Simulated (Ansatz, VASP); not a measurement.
# One calculation of Ag, two programs

```
Ag
1.0
     0.00000    2.04275    2.04275
     2.04275    0.00000    2.04275
     2.04275    2.04275    0.00000
Ag
1
Direct
  0.00000 0.00000 0.00000
```

Alike in both runs: task relaxation of cell and atoms; functional PBE; k mesh 11 × 11 × 11; occupations fermi-dirac, width 0.05 eV; no spin polarisation.

|  | VASP | Ansatz |
| --- | --- | --- |
| version | VASP 6.6.1 | Ansatz 0.2.0 |
| potentials or method | VASP PAW PBE potentials, release 64 (Ag) | Ansatz PAW |
| plane-wave cutoff (eV) | 600 | 420 |
| valence electrons in the cell | 11 | 19 |

Ansatz gave:

| Quantity | Value |
| --- | --- |
| gap on the k mesh at the Fermi level, each at its own relaxed structure (eV) | none |
| relaxed volume (Å³/atom) | 17.80 |
| relaxed cell length with the largest relative difference (Å) | 2.931 |

Problem. Estimate VASP's values.

Solution. gap on the k mesh at the Fermi level, each at its own relaxed structure (eV): none; relaxed volume (Å³/atom): 17.77; relaxed cell length with the largest relative difference (Å): 2.929.

A gap of «none» marks a metal or a gap that the smearing closes. VASP's potentials hold 11 valence electrons a cell and Ansatz's 19, so a difference there can come from the potentials and not from the codes.

Noted on Ansatz's run: the plane-wave basis is chosen anew once the cell has moved, so the energies of steps on either side of that aren't comparable.
